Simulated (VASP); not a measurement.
Input of a VASP 6.6.1 run:

Contents of INCAR:

```
ALGO = Normal ; EDIFF = 1E-6
ENCUT = 520 ; GGA = PE
ISIF = 2 ; ISMEAR = -1
ISPIN = 2 ; LASPH = True
LCHARG = True ; LELF = True
LMAXMIX = 6 ; LORBIT = 11
LREAL = False ; LVHAR = True
LWAVE = False ; MAGMOM = 7 7
NBANDS = 29 ; NELM = 150
PREC = Accurate ; SIGMA = 0.03
```

Contents of KPOINTS:

```
k-points
0
Gamma
  9 9 5
```

POSCAR

```
Gd
1.0
   -2.0250000000      2.0250000000      2.0250000000
    2.0250000000     -2.0250000000      2.0250000000
    4.0500000000      4.0500000000      0.0000000000
Gd
2
Direct
    0.0000000000      0.0000000000      0.0000000000
    0.5000000000      0.5000000000      0.5000000000
```

Potentials or basis: VASP PAW PBE potentials, release 64 (Gd).

The run is started by

```sh
$ cat potpaw_PBE.64/Gd/POTCAR > POTCAR
$ mpirun -np 1 vasp_std > vasp.out
```

(1) Estimate the pressure.

(2) Estimate the site moments.

(3) Estimate the net moment.

## Answers

(1) -0.2 GPa.

(2) Gd +7.01 μB.

(3) 15.27 μB per cell.
